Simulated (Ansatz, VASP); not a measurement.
One calculation of TiS2, two programs

```xyz
3
Lattice="3.3203 0.0000 0.0000 -1.6601 2.8755 0.0000 0.0000 0.0000 18.8651" Properties=species:S:1:pos:R:3 pbc="T T T"
S     0.0000    1.9170    8.0000
S     1.6601    0.9585   10.8651
Ti    0.0000    0.0000    9.4325
```

Alike in both runs: task single point; functional HSE06; k mesh 6 × 6 × 1; occupations gaussian, width 0.08 eV; no spin polarisation.

|  | VASP | Ansatz |
| --- | --- | --- |
| version | VASP 6.6.1 | Ansatz 0.2.0 |
| potentials or method | VASP PAW PBE potentials, release 64 (S, Ti_sv), cutoff 400 eV | scalar-relativistic, plane waves, PAW |
| valence electrons in the cell | 24 | 24 |

```tsv
	VASP	Ansatz	Ansatz less VASP
gap on the k mesh at the Fermi level (eV)	0.40	0.41	+0.011
least direct gap on the mesh (eV)	1.02	1.02	+0.006
```

The functional is the same, so the differences come from potentials, cutoffs and numerics. Ansatz's warnings: xc potential rough in thin density.
